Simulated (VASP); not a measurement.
# Rh (P6_3/mmc) in VASP: a series of runs, part 2 of 3

VASP 6.6.1. The steps go on from the part before.

## Step 3: Single point, PBE

This run uses another cell than the first one, of the same volume but with other edges.

INCAR reads:

```
SYSTEM = Rh
ALGO = Fast ; EDIFF = 1E-7
ENCUT = 520 ; GGA = PE
ISIF = 2 ; ISMEAR = 0
LASPH = .True. ; LCHARG = .False.
LREAL = .False. ; LWAVE = .False.
NBANDS = 22 ; NELM = 100
PREC = Accurate ; SIGMA = 0.15
```

KPOINTS reads:

```
k-points
0
Gamma
  18 18 10
  0 0 0
```

POSCAR reads:

```
Rh
1.0
    2.6431000000      0.0000000000      0.0000000000
   -1.3215500000      2.2889917447      0.0000000000
    0.0000000000      0.0000000000      4.5254000000
Rh
2
Direct
    0.6666666667      0.3333333333      0.7500000000
    0.3333333333      0.6666666667      0.2500000000
```

Potentials or basis: VASP PAW PBE potentials, release 64 (Rh_pv).

Launch:

```console
$ cat potpaw_PBE.64/Rh_pv/POTCAR > POTCAR
$ mpirun -np 1 vasp_std > vasp.out
```

OUTCAR:

```text
SYSTEM = Rh
   EDIFF = 1E-7
   ENCUT = 520
   GGA = PE
   ISIF = 2
   ISMEAR = 0
   LASPH = .True.
   LREAL = .False.
   NELM = 100
   PREC = Accurate

 ion  position               nearest neighbor table
   1  0.667  0.333  0.750-   2 2.73   2 2.73   2 2.73   2 2.73   2 2.73   2 2.73
   2  0.333  0.667  0.250-   1 2.73   1 2.73   1 2.73   1 2.73   1 2.73   1 2.73

  LATTYP: Found a hexagonal cell.
 ALAT       =     2.6431000000
 C/A-ratio  =     1.7121561802

  Lattice vectors:

 A1 = (   2.6431000000,   0.0000000000,   0.0000000000)
 A2 = (  -1.3215500000,   2.2889917447,   0.0000000000)
[... 192 lines left out ...]
      4     -34.3918      2.00000
      5     -34.3740      2.00000
      6     -34.3740      2.00000
[... 589 lines left out ...]
     21      24.6568      0.00000
     22      26.6872      0.00000

 [... further k-points ...]
[... 5 lines left out ...]
  --------------------------------------------------------------------------------------
  -------------------------------------------------------------------------------------
  Total        2.5148558      2.5148558     -0.3788918     -0.0000000     -0.0000000      0.0000000
  in kB      147.1664740    147.1664740    -22.1723144     -0.0000000     -0.0000000      0.0000000
  external PRESSURE =      90.7202112 kB  Pullay stress =       0.0000000 kB

 VOLUME and BASIS-vectors are now :
 -----------------------------------------------------------------------------
  energy-cutoff  :      520.00
  volume of cell :       27.38
      direct lattice vectors                 reciprocal lattice vectors
     2.643100000  0.000000000  0.000000000     0.378343612  0.218436786  0.000000000
    -1.321550000  2.288991745  0.000000000     0.000000000  0.436873572  0.000000000
     0.000000000  0.000000000  4.525400000     0.000000000  0.000000000  0.220974941

 POSITION                                       TOTAL-FORCE (eV/Angst)
 -----------------------------------------------------------------------------------
      1.32155      0.76300      3.39405         0.000000     -0.000000      0.000000
     -0.00000      1.52599      1.13135        -0.000000      0.000000      0.000000
 -----------------------------------------------------------------------------------
    total drift:                               -0.000000      0.000000     -0.000000

  FREE ENERGIE OF THE ION-ELECTRON SYSTEM (eV)
  ---------------------------------------------------
  free  energy   TOTEN  =       -14.3820949782 eV

  energy  without entropy=      -14.3451131091  energy(sigma->0) =      -14.36360404
```

Wall time 64 s (1 thread of Intel Xeon Platinum 8559C (Emerald Rapids), shared host); peak memory 0.22 GiB.

Results:

| Property | Result |
| --- | --- |
| Free energy | -14.3821 eV |
| Pressure | 9.1 GPa |
| Band gap on the k mesh | zero (band 15 reaches 12.91 eV, above the bottom of band 16 at 10.27 eV) |

## Step 4: Single point, PBE

This run uses another cell than the first one, of 13.76 Å³/atom, 1.005 times its volume.

INCAR reads:

```
SYSTEM = Rh
ALGO = Fast
EDIFF = 1E-6
ENCUT = 520
GGA = PE
ISIF = 2
ISMEAR = 0
LASPH = .True.
LCHARG = .False.
LREAL = .False.
LWAVE = .False.
NBANDS = 22
NELM = 80
PREC = Accurate
SIGMA = 0.15
```

KPOINTS is that of step 3.

POSCAR reads:

```
Rh
1.0
    2.6704000000      0.0000000000      0.0000000000
   -1.3352000000      2.3126342383      0.0000000000
    0.0000000000      0.0000000000      4.4553000000
Rh
2
Direct
    0.6666666667      0.3333333333      0.7500000000
    0.3333333333      0.6666666667      0.2500000000
```

Potentials or basis: VASP PAW PBE potentials, release 64 (Rh_pv).

Launch:

```console
$ cat potpaw_PBE.64/Rh_pv/POTCAR > POTCAR
$ mpirun -np 1 vasp_std > vasp.out
```

OUTCAR:

```text
SYSTEM = Rh
   EDIFF = 1E-6
   ENCUT = 520
   GGA = PE
   ISIF = 2
   ISMEAR = 0
   LASPH = .True.
   LREAL = .False.
   NELM = 80
   PREC = Accurate

 ion  position               nearest neighbor table
   1  0.667  0.333  0.750-   2 2.71   2 2.71   2 2.71   2 2.71   2 2.71   2 2.71
   2  0.333  0.667  0.250-   1 2.71   1 2.71   1 2.71   1 2.71   1 2.71   1 2.71

  LATTYP: Found a hexagonal cell.
 ALAT       =     2.6704000000
 C/A-ratio  =     1.6684017376

  Lattice vectors:

 A1 = (   2.6704000000,   0.0000000000,   0.0000000000)
 A2 = (  -1.3352000000,   2.3126342383,   0.0000000000)
 A3 = (   0.0000000000,   0.0000000000,   4.4553000000)

Analysis of symmetry for initial positions (statically):
=====================================================================
 Subroutine PRICEL returns:
 Original cell was already a primitive cell.

 Routine SETGRP: Setting up the symmetry group for a
 hexagonal supercell.

 Subroutine GETGRP returns: Found 24 space group operations
 (whereof 12 operations were pure point group operations)
 out of a pool of 24 trial point group operations.

The static configuration has the point symmetry D_3d.
 The point group associated with its full space group is D_6h.
[... 161 lines left out ...]

  energy without entropy =      -14.39010689  energy(sigma->0) =      -14.40889029

 E-fermi :  11.9619     XC(G=0): -14.0257

 val. band max:       11.9571096381   @ k =   0.3889   0.1667   0.2000
 cond. band min:      11.9646980109   @ k =   0.2222   0.1667   0.4000
 fundamental gap:      0.0075883728
 Fermi energy:        11.9619292678

 k-point     1 :       0.0000    0.0000    0.0000
  band No.  band energies     occupation
      1     -35.1679      2.00000
      2     -34.5500      2.00000
      3     -34.5500      2.00000
      4     -34.4765      2.00000
      5     -34.4605      2.00000
      6     -34.4605      2.00000
[... 589 lines left out ...]
     21      24.2476      0.00000
     22      26.6514      0.00000

 [... further k-points ...]

------------------------ aborting loop because EDIFF is reached ----------------------------------------

  FORCE on cell =-STRESS in cart. coord.  units (eV):
  Direction    XX          YY          ZZ          XY          YZ          ZX
  --------------------------------------------------------------------------------------
  -------------------------------------------------------------------------------------
  Total        1.7553665      1.7553665      0.1322460     -0.0000000     -0.0000000      0.0000000
  in kB      102.2158297    102.2158297      7.7007478     -0.0000000     -0.0000000      0.0000000
  external PRESSURE =      70.7108024 kB  Pullay stress =       0.0000000 kB

 VOLUME and BASIS-vectors are now :
 -----------------------------------------------------------------------------
  energy-cutoff  :      520.00
  volume of cell :       27.51
      direct lattice vectors                 reciprocal lattice vectors
     2.670400000  0.000000000  0.000000000     0.374475734  0.216203666  0.000000000
    -1.335200000  2.312634238  0.000000000     0.000000000  0.432407332  0.000000000
     0.000000000  0.000000000  4.455300000     0.000000000  0.000000000  0.224451777

 POSITION                                       TOTAL-FORCE (eV/Angst)
 -----------------------------------------------------------------------------------
      1.33520      0.77088      3.34147         0.000000      0.000000      0.000000
     -0.00000      1.54176      1.11383        -0.000000     -0.000000      0.000000
 -----------------------------------------------------------------------------------
    total drift:                                0.000000     -0.000000      0.000000

  FREE ENERGIE OF THE ION-ELECTRON SYSTEM (eV)
  ---------------------------------------------------
  free  energy   TOTEN  =       -14.4276736976 eV

  energy  without entropy=      -14.3901068903  energy(sigma->0) =      -14.40889029
```

OSZICAR:

```text
N       E                     dE             d eps       ncg     rms          rms(c)
DAV:   1     0.326165148936E+03    0.32617E+03   -0.19093E+04  9800   0.159E+03
DAV:   2    -0.823945549947E+01   -0.33440E+03   -0.32245E+03 10086   0.474E+02
DAV:   3    -0.153461512272E+02   -0.71067E+01   -0.70671E+01 11508   0.778E+01
DAV:   4    -0.153933173931E+02   -0.47166E-01   -0.47162E-01 10832   0.637E+00
DAV:   5    -0.153940637383E+02   -0.74635E-03   -0.74634E-03 11634   0.829E-01    0.145E+01
RMM:   6    -0.144639152527E+02    0.93015E+00   -0.20712E+00 10054   0.123E+01    0.528E+00
RMM:   7    -0.144336664554E+02    0.30249E-01   -0.10618E-01 10313   0.266E+00    0.223E+00
RMM:   8    -0.144286326919E+02    0.50338E-02   -0.21009E-02 10687   0.139E+00    0.443E-01
RMM:   9    -0.144276662610E+02    0.96643E-03   -0.22601E-03 11344   0.445E-01    0.363E-02
RMM:  10    -0.144276752448E+02   -0.89837E-05   -0.24606E-04 11458   0.163E-01    0.179E-02
RMM:  11    -0.144276739742E+02    0.12706E-05   -0.29317E-05 11666   0.616E-02    0.465E-03
RMM:  12    -0.144276736976E+02    0.27661E-06   -0.75080E-06 11493   0.309E-02
   1 F= -.14427674E+02 E0= -.14408890E+02  d E =-.375668E-01
```

stdout:

```text
POSCAR found type information on POSCAR Rh
 POSCAR found :  1 types and       2 ions
 scaLAPACK will be used
 LDA part: xc-table for (Slater+PW92), standard interpolation
 POSCAR, INCAR and KPOINTS ok, starting setup
 FFT: planning ... GRIDC
 FFT: planning ... GRID_SOFT
 FFT: planning ... GRID
 WAVECAR not read
 entering main loop
```

Run time: 56 s. Hardware: 1 thread of Intel Xeon Platinum 8559C (Emerald Rapids), shared host; peak memory 0.22 GiB.

Results:

| Quantity | Value |
| --- | --- |
| Free energy | -14.4277 eV |
| Pressure | 7.1 GPa |
| Band gap on the k mesh | zero (band 15 reaches 12.71 eV, above the bottom of band 16 at 10.19 eV) |

## Step 5: Single point, PBE

This run uses another cell than the first one, of 13.73 Å³/atom, 1.003 times its volume.

INCAR reads:

```
  ALGO = Fast
  EDIFF = 1E-6
  ENCUT = 520
  GGA = PE
  ISIF = 2
  ISMEAR = 0
  LASPH = True
  LCHARG = False
  LREAL = False
  LWAVE = False
  NBANDS = 22
  NELM = 60
  PREC = Accurate
  SIGMA = 0.15
```

KPOINTS reads:

```
k-points
0
Gamma
  18 18 10
```

POSCAR reads:

```
Rh
1.0
    2.7794000000      0.0000000000      0.0000000000
   -1.3897000000      2.4070310073      0.0000000000
    0.0000000000      0.0000000000      4.1045000000
Rh
2
Direct
    0.6666666667      0.3333333333      0.7500000000
    0.3333333333      0.6666666667      0.2500000000
```

Launch:

```console
$ cat potpaw_PBE.64/Rh_pv/POTCAR > POTCAR
$ mpirun -np 1 vasp_std > vasp.out
```

Wall time 52 s (1 thread of Intel Xeon Platinum 8559C (Emerald Rapids), shared host); peak memory 0.22 GiB.

Results (log left out):

- Free energy: -14.3210 eV
- Pressure: 10.2 GPa
- Band gap on the k mesh: zero (band 15 reaches 12.51 eV, above the bottom of band 16 at 10.46 eV)

Stress tensor (GPa, compression positive):
```
 2.39  0.00  0.00
 0.00  2.39  0.00
 0.00  0.00 25.68
```

Levels at points of the mesh, in eV from the Fermi level:
```csv
k point,band 13,band 14,band 15,band 16,band 17,band 18
"(0.00, 0.00, 0.00)",-2.41,-2.40,-2.40,0.11,0.11,1.72
"(0.50, 0.00, 0.00)",-1.84,-0.04,0.46,0.92,2.76,4.77
"(0.00, 0.00, 0.50)",-2.83,-2.83,-0.37,-0.37,-0.37,-0.37
"(0.50, 0.00, 0.50)",-0.40,-0.40,0.29,0.29,2.57,2.57
```

(Continued in part 3 of 3.)
